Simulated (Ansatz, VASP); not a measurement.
## One calculation of Sb, two programs

Contents of INCAR:

```
SYSTEM = Sb
PREC = Accurate ; ENCUT = 520
EDIFF = 1E-6 ; ISMEAR = 0
SIGMA = 0.15 ; LREAL = .FALSE.
LASPH = .TRUE. ; NELM = 60
ALGO = Normal ; ISIF = 2
LWAVE = .FALSE. ; LCHARG = .FALSE.
GGA = PE ; NBANDS = 12
```

The input KPOINTS:

```
Automatic mesh
0
G
  12 12 12
  0 0 0
```

The input POSCAR:

```
Sb
1.0
    2.1506003320      1.2416496806      3.7440000000
   -2.1506003320      1.2416496806      3.7440000000
    0.0000000000     -2.4832993611      3.7440000000
Sb
2
Direct
    0.2202852991      0.2202852991      0.2202852991
    0.7663600000      0.7663600000      0.7663600000
```

Input for Ansatz:

```yaml
crystal:
  lattice:
    - [2.150600332, 1.2416496806, 3.744]
    - [-2.150600332, 1.2416496806, 3.744]
    - [0.0, -2.4832993611, 3.744]
  atoms:
    - { symbol: Sb, position: [0.2202852991, 0.2202852991, 0.2202852991] }
    - { symbol: Sb, position: [0.76636, 0.76636, 0.76636] }
basis:
  ecutwfc: 420
kpoints:
  mp_grid: { grid: [12, 12, 12] }
hamiltonian:
  xc: pbe
scf:
  occupations: { method: gaussian, width: 0.15 }
output:
  forces: true
  stress: true
  eigenvalues: true
```

Alike in both runs: task single point; functional PBE; k mesh 12 × 12 × 12; occupations gaussian, width 0.15 eV; no spin polarisation.

|  | VASP | Ansatz |
| --- | --- | --- |
| version | VASP 6.6.1 | Ansatz 0.2.0 |
| potentials or method | VASP PAW PBE potentials, release 64 (Sb), cutoff 520 eV | scalar-relativistic, plane waves, PAW |
| valence electrons in the cell | 10 | 30 |

VASP gave:

* gap on the k mesh at the Fermi level (eV): none
* pressure (GPa): 5.7
* traceless stress, the component that is largest in VASP (GPa): -0.45
* rms of the force components (eV/Å): 0.690

**Question.** Which values does Ansatz return?

**Answer.** gap on the k mesh at the Fermi level (eV): none; pressure (GPa): 5.5; traceless stress, the component that is largest in VASP (GPa): -0.33; rms of the force components (eV/Å): 0.652.

Atom by atom the forces differ by 0.037 eV/Å (rms over components). A gap of «none» marks a metal or a gap that the smearing closes. The functional is the same, so the differences come from potentials, cutoffs and numerics. VASP's potentials hold 10 valence electrons a cell and Ansatz's 30, so a difference there can come from the potentials and not from the codes.

Neither program's run includes spin-orbit coupling.
